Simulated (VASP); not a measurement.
# C (I4_1/amd) in VASP: G0W0 quasiparticle levels with PBE

Aim: the G0W0 quasiparticle levels of C with PBE.

Program: VASP 6.6.1. These are calculated values, not measurements. Logs are shortened: lines on timing, memory, paths and dates and some standing lists are left out, and cuts for length are marked.

## 1. The cell of the first run

The structure is tetragonal, space group I4_1/amd (No. 141). Conventional cell: a = 2.517 Å, b = 2.517 Å, c = 3.667 Å, α = 90.00°, β = 90.00°, γ = 90.00°. Within 2.1 Å of C (site symmetry -4m2) lie 4 C at 1.56 Å.

## 2. G0W0 quasiparticle levels, PBE

The input, POSCAR:

```
C
1.0
    0.0000000000      1.7801241425      1.8335278668
    1.7801241425      0.0000000000      1.8335278668
    1.7801241425      1.7801241425      0.0000000000
C
2
Direct
    0.0000000000      0.0000000000      0.0000000000
    0.2500000000      0.2500000000      0.2500000000
```

The input, INCAR.step1:

```
SYSTEM = C
PREC = Accurate ; ENCUT = 500
EDIFF = 1E-8 ; ISMEAR = 0
SIGMA = 0.01 ; LREAL = .FALSE.
LASPH = .TRUE. ; NELM = 80
ALGO = Normal ; LWAVE = .TRUE.
LCHARG = .FALSE. ; GGA = PE
```

The input, INCAR.step2:

```
SYSTEM = C
PREC = Accurate ; ENCUT = 500
EDIFF = 1E-8 ; ISMEAR = 0
SIGMA = 0.01 ; LREAL = .FALSE.
LASPH = .TRUE. ; NELM = 1
ALGO = Exact ; LWAVE = .TRUE.
LCHARG = .FALSE. ; GGA = PE
NBANDS = 52 ; LOPTICS = .TRUE.
ISTART = 1
```

The input, INCAR.step3:

```
SYSTEM = C
PREC = Accurate ; ENCUT = 500
EDIFF = 1E-8 ; ISMEAR = 0
SIGMA = 0.01 ; LREAL = .FALSE.
LASPH = .TRUE. ; ALGO = EVGW0
LWAVE = .FALSE. ; LCHARG = .FALSE.
GGA = PE ; NELMGW = 1
NBANDS = 52 ; ENCUTGW = 150.0
NOMEGA = 96 ; PRECFOCK = Fast
ISTART = 1 ; NBANDSGW = 12
OMEGAMAX = 30
```

The input, KPOINTS:

```
regular mesh
0
G
  6 6 6
  0 0 0
```

Potentials or basis: VASP PAW PBE potentials, release 64 (C_GW).

Command:

```bash
$ cat potpaw_PBE.64/C_GW/POTCAR > POTCAR
$ cp INCAR.step1 INCAR
$ mpirun -np 1 vasp_std > vasp.out
$ cp INCAR.step2 INCAR
$ mpirun -np 1 vasp_std > vasp.out
$ cp INCAR.step3 INCAR
$ mpirun -np 1 vasp_std > vasp.out
```

OUTCAR:

```text
SYSTEM = C
   PREC = Accurate
   ENCUT = 500
   EDIFF = 1E-8
   ISMEAR = 0
   LREAL = .FALSE.
   LASPH = .TRUE.
   GGA = PE
   NELMGW = 1
   ENCUTGW = 150.0
   PRECFOCK = Fast
   ISTART = 1

 ion  position               nearest neighbor table
   1  0.000  0.000  0.000-   2 1.56   2 1.56   2 1.56   2 1.56
   2  0.250  0.250  0.250-   1 1.56   1 1.56   1 1.56   1 1.56

  LATTYP: Found a body centered tetragonal cell.
 ALAT       =     2.5174757050
 C/A-ratio  =     1.4566399693

  Lattice vectors:

 A1 = (  -1.7801241425,   0.0000000000,   1.8335278668)
 A2 = (   1.7801241425,   0.0000000000,   1.8335278668)
 A3 = (   0.0000000000,   1.7801241425,  -1.8335278668)

Analysis of symmetry for initial positions (statically):
=====================================================================
 Subroutine PRICEL returns:
 Original cell was already a primitive cell.

 Routine SETGRP: Setting up the symmetry group for a
 body centered tetragonal supercell.

 Subroutine GETGRP returns: Found 16 space group operations
 (whereof  8 operations were pure point group operations)
 out of a pool of 16 trial point group operations.

The static configuration has the point symmetry D_2d.
 The point group associated with its full space group is D_4h.

Analysis of symmetry for dynamics (positions and initial velocities):
=====================================================================
 Subroutine PRICEL returns:
 Original cell was already a primitive cell.

 Routine SETGRP: Setting up the symmetry group for a
 body centered tetragonal supercell.

 Subroutine GETGRP returns: Found 16 space group operations
 (whereof  8 operations were pure point group operations)
 out of a pool of 16 trial point group operations.

The dynamic configuration has the point symmetry D_2d.
 The point group associated with its full space group is D_4h.

 Subroutine INISYM returns: Found 16 space group operations
 (whereof  8 operations are pure point group operations),
 and found     1 'primitive' translations

----------------------------------------------------------------------------------------

                                     Primitive cell

  volume of cell :      11.6203

  direct lattice vectors                    reciprocal lattice vectors
     0.000000000  1.780124143  1.833527867    -0.280879287  0.280879287  0.272698337
     1.780124143  0.000000000  1.833527867     0.280879287 -0.280879287  0.272698337
     1.780124143  1.780124143  0.000000000     0.280879287  0.280879287 -0.272698337

  length of vectors
     2.555516856  2.555516856  2.517475705     0.481820227  0.481820227  0.481820227

  position of ions in fractional coordinates (direct lattice)
     0.000000000  0.000000000  0.000000000
     0.250000000  0.250000000  0.250000000

  ion indices of the primitive-cell ions
   primitive index   ion index
                 1           1
                 2           2

----------------------------------------------------------------------------------------

 KPOINTS: regular mesh

Automatic generation of k-mesh.
 Grid dimensions read from file:
 generate k-points for:    6    6    6

 Generating k-lattice:

  Cartesian coordinates                     Fractional coordinates (reciprocal lattice)
    -0.046813215  0.046813215  0.045449723     0.166666667  0.000000000  0.000000000
     0.046813215 -0.046813215  0.045449723     0.000000000  0.166666667  0.000000000
     0.046813215  0.046813215 -0.045449723    -0.000000000 -0.000000000  0.166666667

  Length of vectors
     0.080303371  0.080303371  0.080303371

  Shift w.r.t. Gamma in fractional coordinates (k-lattice)
     0.000000000  0.000000000  0.000000000

 Subroutine IBZKPT returns following result:
 ===========================================

 Found     30 irreducible k-points:

 Following reciprocal coordinates:
            Coordinates               Weight
  0.000000  0.000000  0.000000      1.000000
  0.166667  0.000000  0.000000      8.000000
  0.333333  0.000000  0.000000      8.000000
  0.500000  0.000000  0.000000      4.000000
  0.166667  0.166667  0.000000      2.000000
  0.333333  0.166667  0.000000      8.000000
[... 16 lines left out ...]
  0.333333  0.000000  0.333333      4.000000
  0.500000 -0.000000  0.333333     16.000000
 [... further k-points ...]
   k-points           NKPTS =     30   k-points in BZ     NKDIM =    216   number of bands    NBANDS=     52
   number of dos      NEDOS =    301   number of ions     NIONS =      2
   total plane-waves  NPLWV =   7200
   dimension x,y,z NGX =    20 NGY =   20 NGZ =   18
   dimension x,y,z NGXF=    40 NGYF=   40 NGZF=   36
   ions per type =               2
   NGX,Y,Z   is equivalent  to a cutoff of  13.01, 13.01, 11.89 a.u.
   NGXF,Y,Z  is equivalent  to a cutoff of  26.02, 26.02, 23.77 a.u.
 SYSTEM =  C
   PREC   = accura    normal or accurate (medium, high low for compatibility)
   ISTART =      1    job   : 0-new  1-cont  2-samecut
   ICHARG =      0    charge: 1-file 2-atom 10-const
   ISPIN  =      1    spin polarized calculation?
   LNONCOLLINEAR =      F non collinear calculations
   LSORBIT =      F    spin-orbit coupling
   LASPH  =      T    aspherical Exc in radial PAW
   ENCUT  =  500.0 eV  36.75 Ry    6.06 a.u.   4.66  4.66  4.59*2*pi/ulx,y,z
   NELM   =     60;   NELMIN=  2; NELMDL=  0     # of ELM steps
   EDIFF  = 0.1E-07   stopping-criterion for ELM
   LREAL  =      F    real-space projection
   EDIFFG = 0.1E-06   stopping-criterion for IOM
   NSW    =      0    number of steps for IOM
   IBRION =     -1    ionic relax: 0-MD 1-quasi-New 2-CG
   NFREE  =      0    steps in history (QN), initial steepest desc. (CG)
   ISIF   =      0    stress and relaxation
   ISYM   =      3    0-nonsym 1-usesym 2-fastsym
   POTIM  = 0.5000    time-step for ionic-motion
   TEBEG  =    0.0;   TEEND  =   0.0 temperature during run
   PSTRESS=    0.0 pullay stress
   NELECT =       8.0000    total number of electrons
   NUPDOWN=      -1.0000    fix difference up-down
   EMIN   =  10.00;   EMAX   =-10.00  energy-range for DOS
   EFERMI =   0.00;   METHOD = LEGACY
   ISMEAR =     0;   SIGMA  =   0.01  broadening in eV -4-tet -1-fermi 0-gaus
   EFERMI_NEDOS =   21; number of points for ismear=-14 and -15
   IALGO  =     38    algorithm
   IMIX   =      4    mixing-type and parameters
     AMIX     =   0.40;   BMIX     =  1.00
     AMIX_MAG =   1.60;   BMIX_MAG =  1.00
  volume/ion in A,a.u.               =       5.81        39.21
  Fermi-wavevector in a.u.,A,eV,Ry     =   1.445547  2.731687 28.430806  2.089605
  Thomas-Fermi vector in A             =   2.563716
   LORBIT       =      0    0 simple, 1 ext, 2 COOP (PROOUT), +10 PAW based schemes
   GGA     = PE    functional components
   LHFCALC =     T    Hartree Fock is set to
   PRECFOCK=fast      Normal, Fast or Accurate (Low or Medium for compatibility)
   ENCUT4O =  -1.0   cutoff for four orbital integrals eV
   NKREDX  =     1    reduce k-point grid by
   NKREDY  =     1    reduce k-point grid by
   NKREDZ  =     1    reduce k-point grid by
   AEXX    =    1.0000 exact exchange contribution
   HFSCREEN=    0.0000 screening length (either q_TF or 0.3 A-1)
   HFSCREENC=   0.0000 screening length for correlation (either q_TF or 0.3 A-1)
   ENCUTFOCK=  -1.0 apply spherical cutoff to Coloumb kernel
   IVDW    =     0    specifies the selected vdW correction
   LEPSILON=     F    determine dielectric tensor
   LRPA    =     F    only Hartree local field effects (RPA)
   LRPAFORCE           =     F    calculate RPA forces
   ENCUTGW             = 150.0    cutoff for response function in eV
   ENCUTGWSOFT         = 120.0    soft cutoff for Coulomb kernel in GW response function in eV
   ENCUTLF             =  -1.0    cutoff for local field effects
   NELMGW              =     1    number of iterations in solving QP/BSE equation
   NELMHF              =     1    number of iterations in the inner HF iteration
   NKREDLFX            =     1    NKREDLFY  =   1   NKREDLFZ  =   1
 non-spin polarized calculation
 Gauss-broadening in eV      SIGMA  =   0.01
  energy-cutoff  :      500.00
  volume of cell :       11.62
 maximum number of plane-waves:       304
 NGX is ok and might be reduce to    20
  NGX = 12; NGY = 12; NGZ = 12
   NGX =  9   NGY =  9   NGZ =  9
 maximum number of plane-waves:        59

 QP shifts <psi_nk| G(iteration)W_0 |psi_nk>: iteration 1
 for sc-GW calculations column KS-energies equals QP-energies in previous step
 and V_xc(KS)=  KS-energies - (<T + V_ion + V_H > + <T+V_H+V_ion>^1  + <V_x>^1)

 k-point   1 :       0.0000    0.0000    0.0000
  band No.  KS-energies  QP-energies   sigma(KS)   V_xc(KS)     V^pw_x(r,r')   Z            occupation Imag(sigma)

      1     -11.7345     -13.2671     -16.7198     -14.6957     -25.2659       0.7571       2.0000       1.3242
      2       9.1171       8.5889     -17.3703     -16.7301     -19.1675       0.8252       2.0000       0.0366
      3       9.5704       9.0562     -17.3108     -16.6876     -19.0238       0.8251       2.0000       0.0357
      4       9.5704       9.0562     -17.3108     -16.6876     -19.0238       0.8251       2.0000       0.0357
      5      14.8320      15.9810     -14.0490     -15.4480      -9.2755       0.8213       0.0000      -0.0590
      6      14.8320      15.9810     -14.0490     -15.4480      -9.2755       0.8213       0.0000      -0.0590
      7      15.1942      16.3418     -14.0304     -15.4241      -9.1855       0.8234       0.0000      -0.0597
      8      22.1764      23.2601     -14.9492     -16.3582      -7.8698       0.7691       0.0000      -0.1368
      9      28.4176      28.7525     -11.3268     -11.7416      -4.2796       0.8073       0.0000      -0.3122
     10      34.8253      35.8529     -12.3897     -13.6290      -5.8220       0.8291       0.0000      -0.4685
     11      35.6851      36.1235     -10.7773     -11.3081      -3.2531       0.8259       0.0000      -0.8553
     12      36.4623      37.5169     -12.5094     -13.7931      -5.7741       0.8215       0.0000      -0.5607

 k-point   2 :       0.1667    0.0000    0.0000
  band No.  KS-energies  QP-energies   sigma(KS)   V_xc(KS)     V^pw_x(r,r')   Z            occupation Imag(sigma)
[... 353 lines left out ...]
      1      -5.1490      -6.4113     -17.0175     -15.3160     -23.7097       0.7419       2.0000       0.4905
      2      -0.6020      -1.8087     -17.3943     -15.8115     -22.5130       0.7624       2.0000       0.1734
      3       1.9391       0.8977     -16.4332     -15.1158     -20.1794       0.7906       2.0000       0.0909
      4       3.7761       2.8475     -16.9066     -15.7488     -20.2278       0.8020       2.0000       0.0695
      5      14.4054      15.1257     -12.8977     -13.7628      -8.0138       0.8325       0.0000      -0.0607
      6      17.4302      18.2991     -12.9281     -13.9855      -7.4149       0.8218       0.0000      -0.0759
      7      23.7319      25.2032     -14.4325     -16.3513      -6.9910       0.7668       0.0000      -0.1771
      8      24.5236      25.9882     -14.6139     -16.5383      -6.9270       0.7611       0.0000      -0.2015
      9      30.3727      31.4726     -13.4623     -14.8757      -5.4000       0.7782       0.0000      -0.4782
     10      32.5394      33.6653     -13.5455     -15.0019      -4.9418       0.7731       0.0000      -0.6501
     11      38.0601      38.9371     -12.1909     -13.2754      -4.5962       0.8087       0.0000      -0.8145
     12      42.4758      43.1553     -11.6234     -12.4652      -3.4432       0.8072       0.0000      -1.1116

 [... further k-points ...]
```

Wall time 3.1 min (1 thread of Intel Xeon 8259CL, shared host); peak memory 0.24 GiB.

What came out:

```yaml
Quasiparticle_gap: 4.98 eV
Least_direct_quasiparticle_gap: 6.92 eV
Band_gap_of_the_starting_levels_on_the_mesh: 3.73 eV
Least_direct_gap_of_the_starting_levels_on_the_mesh: 5.26 eV
```

Caveat: the k points lie up to 0.50 Å⁻¹ apart; bands, screening cutoff and mesh are small and nothing is extrapolated, so the quasiparticle values aren't converged.
